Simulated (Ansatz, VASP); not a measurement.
# Two plane-wave programs on ZnS

```
CELL_PARAMETERS angstrom
0.00000 2.64842 2.64842
2.64842 0.00000 2.64842
2.64842 2.64842 0.00000
ATOMIC_POSITIONS crystal
Zn 0.00000 0.00000 0.00000
S 0.75000 0.75000 0.75000
```

Alike in both runs: functional LDA; k mesh 10 × 10 × 10; occupations gaussian, width 0.02 eV; no spin polarisation.

Ansatz relaxed the structure, and its values are those at the end. VASP's run is a single point on that final structure, the one shown.

|  | VASP | Ansatz |
| --- | --- | --- |
| version | VASP 6.6.1 | Ansatz 0.2.0 |
| potentials or method | VASP PAW LDA potentials, release 64 (Zn, S), cutoff 520 eV | scalar-relativistic, plane waves, PAW |
| valence electrons in the cell | 18 | 18 |

|  | VASP | Ansatz | Ansatz less VASP |
| --- | --- | --- | --- |
| gap on the k mesh at the Fermi level (eV) | 2.16 | 2.13 | -0.035 |
| least direct gap on the mesh (eV) | 2.16 | 2.13 | -0.035 |
| pressure (GPa) | 0.2 | 0.0 | -0.24 |

LDA's correlation is that of Perdew and Zunger in VASP and of Perdew and Wang (1992) in Ansatz.
